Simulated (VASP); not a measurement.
## SnO: single point with r2SCAN

The system is SnO.

```xyz
4
Lattice="3.8541 0.0000 0.0000 0.0000 3.8541 0.0000 0.0000 0.0000 4.7062" Properties=species:S:1:pos:R:3 pbc="T T T"
Sn    0.0000    1.9270    1.1224
Sn    1.9270    0.0000    3.5837
O     0.0000    0.0000    0.0000
O     1.9270    1.9270    0.0000
```

This cell differs from its parent crystal: ratio of the length along z to the lengths across it x 0.96, volume and fractional coordinates fixed.

```yaml
Program: VASP 6.6.1
Task: single point
Functional: r2SCAN
Potentials_or_basis: VASP PAW PBE potentials, release 64 (Sn_d, O)
Cutoff: 520 eV
k_mesh: 10 × 10 × 8
Occupations: gaussian, width 0.03 eV
Spin: no spin polarisation
```

* Pressure: 0.0 GPa
* Largest force: 0.171 eV/Å
* Band gap on the k mesh: 0.36 eV (least direct gap 2.23 eV)

Forces on the atoms (eV/Å):
```
Sn   0.000  0.000  0.171
Sn   0.000  0.000 -0.171
O    0.000  0.000  0.000
O    0.000  0.000  0.000
```

Stress tensor (GPa, compression positive):
```
-1.01  0.00  0.00
 0.00 -1.01  0.00
 0.00  0.00  1.90
```

Levels at points of the mesh, in eV from the valence-band top:
```csv
k point,band 17,band 18,band 19,band 20,band 21,band 22,band 23,band 24
"(0.00, 0.00, 0.00)",-3.68,-3.52,-3.52,-0.01,2.47,4.92,4.92,4.95
"(0.50, 0.00, 0.00)",-5.14,-5.14,-2.72,-2.72,3.75,3.75,6.25,6.25
"(0.50, 0.50, 0.00)",-2.84,-2.84,-1.87,-1.87,0.36,0.36,5.12,5.12
"(0.00, 0.00, 0.50)",-3.53,-3.53,-2.82,-2.13,1.87,3.15,3.15,3.67
"(0.50, 0.00, 0.50)",-5.11,-5.11,-1.76,-1.76,3.07,3.07,5.68,5.68
"(0.50, 0.50, 0.50)",-2.84,-2.84,-2.78,-2.78,2.73,2.73,4.75,4.75
```

It took 9.6 min on 1 thread of Oxide Virtual Turin-like Processor, on a shared host, peak memory 0.26 GiB.

Caveat: semilocal functionals underestimate gaps, and a narrow one can read as zero; the PAW data sets were made with another functional, which shifts forces and pressure a little; spin-orbit coupling is left out, which moves the levels of the heavy elements. A k mesh can miss the band edges.
